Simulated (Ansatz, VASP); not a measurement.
# Two plane-wave programs on V

```xyz
1
Lattice="-1.4883 1.4883 1.4883 1.4883 -1.4883 1.4883 1.4883 1.4883 -1.4883" Properties=species:S:1:pos:R:3 pbc="T T T"
V     0.0000    0.0000    0.0000
```

Alike in both runs: task single point; functional PBE; k mesh 20 × 20 × 20; occupations gaussian, width 0.05 eV; no spin polarisation.

|  | VASP | Ansatz |
| --- | --- | --- |
| version | VASP 6.6.1 | Ansatz 0.2.0 |
| potentials or method | VASP PAW PBE potentials, release 64 (V_sv), cutoff 520 eV | scalar-relativistic, plane waves, PAW |
| valence electrons in the cell | 13 | 13 |

```csv
,VASP,Ansatz,Ansatz less VASP
gap on the k mesh at the Fermi level (eV),none,none,-
pressure (GPa),4.2,3.9,-0.38
```

A gap of «none» marks a metal or a gap that the smearing closes. With one functional, cell and mesh, what is left measures potentials, basis and numerics.
